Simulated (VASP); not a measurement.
# BN (Pm) in VASP: further runs, part 2 of 2

VASP 6.6.1. Earlier steps stand in the parts before.

## Step 3: Single point, PBE+D3(BJ) (atom 4 (N) moved by (-0.100, -0.100) A along x and y)

Contents of INCAR:

```
ALGO = Normal
EDIFF = 1E-6
ENCUT = 520
GGA = PE
ISIF = 2
ISMEAR = 0
IVDW = 12
LASPH = T
LCHARG = T
LELF = T
LREAL = F
LVHAR = T
LWAVE = F
NBANDS = 16
NELM = 60
PREC = Accurate
SIGMA = 0.05
```

Contents of KPOINTS:

```
k-points
0
Gamma
  12 12 4
```

Contents of POSCAR:

```
BN
1.0
    2.5099983704      0.0000000000      0.0000000000
   -1.2549991852      2.1737223522      0.0000000000
    0.0000000000      0.0000000000      6.6900000000
B N
2 2
Direct
    0.0000000000      0.0000000000      0.5000000000
    0.3333333333      0.6666666667      0.0000000000
    0.0000000000      0.0000000000      0.0000000000
    0.6038239857      0.2873292980      0.5000000000
```

Potentials or basis: VASP PAW PBE potentials, release 64 (B, N).

On the command line:

```
cat potpaw_PBE.64/B/POTCAR potpaw_PBE.64/N/POTCAR > POTCAR
mpirun -np 1 vasp_std > vasp.out
```

OUTCAR:

```text
EDIFF = 1E-6
   ENCUT = 520
   GGA = PE
   ISIF = 2
   ISMEAR = 0
   IVDW = 12
   LASPH = T
   LREAL = F
   NELM = 60
   PREC = Accurate
 IVDW          = 12

 ion  position               nearest neighbor table
   1  0.000  0.000  0.500-   4 1.31   4 1.49   4 1.55
   2  0.333  0.667  0.000-   3 1.45   3 1.45   3 1.45
   3  0.000  0.000  0.000-   2 1.45   2 1.45   2 1.45
   4  0.604  0.287  0.500-   1 1.31   1 1.49   1 1.55

  LATTYP: Found a hexagonal cell.
 ALAT       =     2.5099983704
 C/A-ratio  =     2.6653403759

  Lattice vectors:

 A1 = (   2.5099983704,   0.0000000000,   0.0000000000)
 A2 = (  -1.2549991852,   2.1737223522,   0.0000000000)
 A3 = (   0.0000000000,   0.0000000000,   6.6900000000)

Analysis of symmetry for initial positions (statically):
=====================================================================
 Subroutine PRICEL returns:
 Original cell was already a primitive cell.

 Routine SETGRP: Setting up the symmetry group for a
 hexagonal supercell.

[... 170 lines left out ...]
 E-fermi :   2.6767     XC(G=0): -10.0070

 val. band max:        2.4637728704   @ k =   0.0000   0.0000   0.5000
 cond. band min:       6.0834607255   @ k =   0.5000   0.0000   0.5000
 fundamental gap:      3.6196878551
 Fermi energy:         2.6766599978

 k-point     1 :       0.0000    0.0000    0.0000
  band No.  band energies     occupation
      1     -15.5934      2.00000
      2     -15.3019      2.00000
      3      -3.9874      2.00000
      4      -1.9582      2.00000
      5      -0.6343      2.00000
      6       0.7883      2.00000
[... 433 lines left out ...]
      3      -2.7364      2.00000
      4      -2.2237      2.00000
      5      -2.1447      2.00000
      6      -0.8742      2.00000
[... 8 lines left out ...]
     15      17.2111      0.00000
     16      17.3240      0.00000

 [... further k-points ...]

------------------------ aborting loop because EDIFF is reached ----------------------------------------

 Edisp (eV)   -0.55706

 E8    (eV) :    -0.1631

  FORCE on cell =-STRESS in cart. coord.  units (eV):
  Direction    XX          YY          ZZ          XY          YZ          ZX
  --------------------------------------------------------------------------------------
  -------------------------------------------------------------------------------------
  Total       2.48110    -0.29980    -0.11115     1.72519     0.00000     0.00000
  in kB     108.90593   -13.15961    -4.87887    75.72565     0.00000     0.00000
  external pressure =       30.29 kB  Pullay stress =        0.00 kB

 VOLUME and BASIS-vectors are now :
 -----------------------------------------------------------------------------
  energy-cutoff  :      520.00
  volume of cell :       36.50
      direct lattice vectors                 reciprocal lattice vectors
     2.509998370  0.000000000  0.000000000     0.398406633  0.230020177  0.000000000
    -1.254999185  2.173722352  0.000000000     0.000000000  0.460040354  0.000000000
     0.000000000  0.000000000  6.690000000     0.000000000  0.000000000  0.149476831

 POSITION                                       TOTAL-FORCE (eV/Angst)
 -----------------------------------------------------------------------------------
      0.00000      0.00000      3.34500        -5.460029     -4.140457      0.000000
     -0.00000      1.44915      0.00000         0.008346      0.006558      0.000000
      0.00000      0.00000      0.00000        -0.022116     -0.014892      0.000000
      1.15500      0.62457      3.34500         5.473799      4.148790      0.000000
 -----------------------------------------------------------------------------------
    total drift:                               -0.000010      0.000019      0.000000

  FREE ENERGIE OF THE ION-ELECTRON SYSTEM (eV)
  ---------------------------------------------------
  free  energy   TOTEN  =       -35.2645595408 eV

  energy  without entropy=      -35.2645595407  energy(sigma->0) =      -35.26455954
```

stdout:

```text
POSCAR found type information on POSCAR B N
 POSCAR found :  2 types and       4 ions
 scaLAPACK will be used
 LDA part: xc-table for (Slater+PW92), standard interpolation
 POSCAR, INCAR and KPOINTS ok, starting setup
 FFT: planning ... GRIDC
 FFT: planning ... GRID_SOFT
 FFT: planning ... GRID
 WAVECAR not read
 entering main loop
```

Run time: 4.7 min. Hardware: 1 thread of AMD EPYC 7R13, shared host; peak memory 0.21 GiB.

Results:

```yaml
Free_energy: -35.2646 eV
Pressure: 3.0 GPa
Largest_force: 6.868 eV/Å
Band_gap_on_the_k_mesh: 3.62 eV, indirect (least direct gap 4.37 eV)
Dispersion_energy_per_atom: -0.139 eV
```

Forces in eV/Å, atoms in the order of the input:
```
B   -5.460 -4.140  0.000
B    0.008  0.007  0.000
N   -0.022 -0.015  0.000
N    5.474  4.149  0.000
```

Caveat: the cell differs from its parent crystal (atom 4 (N) moved by (-0.100, -0.100) A along x and y); forces of over 1 eV/Å act on the atoms, so gaps and moduli don't describe the material at rest. A k mesh can miss the band edges.

## Step 4: Single point, PBE+D3(BJ) (atom 4 (N) moved by (-0.100, +0.100) A along x and y)

Contents of INCAR:

```
ALGO     = Normal         # electronic algorithm
EDIFF    = 1E-6           # SCF threshold, eV
ENCUT    = 520            # plane-wave cutoff, eV
GGA      = PE             # functional
ISIF     = 2              # what is computed and relaxed
ISMEAR   = 0              # smearing method
IVDW     = 12             # dispersion correction
LASPH    = True           # aspherical terms in the spheres
LCHARG   = False          # write CHGCAR
LREAL    = False          # projectors in reciprocal space
LWAVE    = False          # write WAVECAR
NBANDS   = 16             # bands
NELM     = 60             # most SCF steps
PREC     = Accurate       # precision mode
SIGMA    = 0.05           # smearing width, eV
```

KPOINTS is that of step 3.

Edit POSCAR of step 3 so:

```diff
@@ -11,2 +11,2 @@
     0.0000000000      0.0000000000      0.0000000000
-    0.6038239857      0.2873292980      0.5000000000
+    0.6498280210      0.3793373687      0.5000000000
```

On the command line:

```
cat potpaw_PBE.64/B/POTCAR potpaw_PBE.64/N/POTCAR > POTCAR
mpirun -np 1 vasp_std > vasp.out
```

Run time: 4.5 min. Hardware: 1 thread of AMD EPYC 7R13, shared host; peak memory 0.21 GiB.

The run converged. Its results:

```
Free energy                : -35.3521 eV
Pressure                   : 2.2 GPa
Largest force              : 4.979 eV/Å
Band gap on the k mesh     : 3.75 eV, indirect (least direct gap 4.48 eV)
Dispersion energy per atom : -0.139 eV
```

Forces on the atoms (eV/Å):
```
B   -2.806  4.102  0.000
B    0.005 -0.007  0.000
N   -0.008  0.015  0.000
N    2.809 -4.111  0.000
```

Stress tensor (GPa, compression positive):
```
-2.29  4.35  0.00
 4.35  9.31  0.00
 0.00  0.00 -0.51
```

Levels at points of the mesh, in eV from the valence-band top:
```
           k point  band 4  band 5  band 6  band 7  band 8  band 9  band 10  band 11  band 12  band 13
(0.00, 0.00, 0.00)   -4.47   -3.22   -1.73   -1.73    0.00    4.84     9.19     9.82    11.15    11.15
(0.50, 0.00, 0.00)   -9.18   -4.50   -3.91   -1.54   -1.00    4.01     4.98     8.72     9.26    12.39
(0.00, 0.50, 0.00)   -9.22   -4.50   -3.71   -1.44   -0.90    3.88     4.70     9.15     9.26    12.31
(0.50, 0.50, 0.00)   -8.80   -5.28   -4.50   -1.99   -1.09    4.13     6.20     9.10     9.30    12.49
(0.00, 0.00, 0.50)   -5.57   -3.22   -1.73   -1.73    0.00    7.11     7.13     9.28    11.15    11.15
(0.50, 0.00, 0.50)   -9.25   -4.50   -3.91   -1.30   -1.13    4.17     4.32     8.87     9.45    13.22
(0.00, 0.50, 0.50)   -9.25   -4.50   -3.72   -1.30   -0.90    3.75     4.32     9.33     9.44    13.25
(0.50, 0.50, 0.50)   -8.82   -5.28   -4.50   -1.74   -1.30    4.34     5.48     9.31     9.48    13.07
```

Caveat: the cell differs from its parent crystal (atom 4 (N) moved by (-0.100, +0.100) A along x and y); forces of over 1 eV/Å act on the atoms, so gaps and moduli don't describe the material at rest.
